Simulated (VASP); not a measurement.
Wanted: the native input for a VASP 6.6.1 run.

```
Task                   : relaxation of cell and atoms
Functional             : PBE
Potentials or basis    : VASP PAW PBE potentials, release 64 (Ni, Si)
Cutoff                 : 600 eV
k mesh                 : 15 × 15 × 13
Occupations            : fermi-dirac, width 0.05 eV
Spin                   : no spin polarisation
Target pressure        : 12 GPa
Dipole correction      : no
Further INCAR settings : ALGO = Normal; EDIFF = 1e-07; IBRION = 2; EDIFFG = -0.005; NSW = 32; ISIF = 3
```

The structure of SiNi (WC type) lies in POSCAR:

```
SiNi
1.0
    2.6695745651      0.0000000000      0.0000000000
   -1.3347872826      2.3119193907      0.0000000000
    0.0000000000      0.0000000000      3.5803581167
Ni Si
1 1
Direct
    0.0000000000      0.0000000000      0.0000000000
    0.3333333333      0.6666666667      0.5000000000
```

The input as run:

INCAR

```
ALGO = Normal
EDIFF = 1E-7
EDIFFG = -0.005
ENCUT = 600
GGA = PE
IBRION = 2
ISIF = 3
ISMEAR = -1
LASPH = T
LCHARG = F
LREAL = F
LWAVE = F
NELM = 100
NSW = 32
PREC = Accurate
PSTRESS = 120.0
SIGMA = 0.05
```

KPOINTS

```
k-points
0
Gamma
  15 15 13
```

Potentials or basis: VASP PAW PBE potentials, release 64 (Ni, Si).

The run is started by

```sh
$ cat potpaw_PBE.64/Ni/POTCAR potpaw_PBE.64/Si/POTCAR > POTCAR
$ mpirun -np 1 vasp_std > vasp.out
```

Results of the run:

* Relaxed volume: 11.04 Å³/atom
* Relaxed cell: a = 2.668 Å, b = 2.668 Å, c = 3.583 Å, α = 90.00°, β = 90.00°, γ = 120.00°
* Space group after relaxing (to 0.1 Å): P-6m2 (No. 187)
* Energy change on relaxing (the run minimises the enthalpy): +0.4 meV/atom
* Ionic steps: 5
* Pressure after relaxing: 12.0 GPa
* Band gap on the k mesh: zero (bands 7 and 8 overlap by 1.81 eV)

Caveat: the cell is relaxed towards a set pressure, so the run minimises the enthalpy, not the energy.

It took 120 s on 1 thread of Intel Xeon 8259CL, on a shared host, peak memory 0.2 GiB.
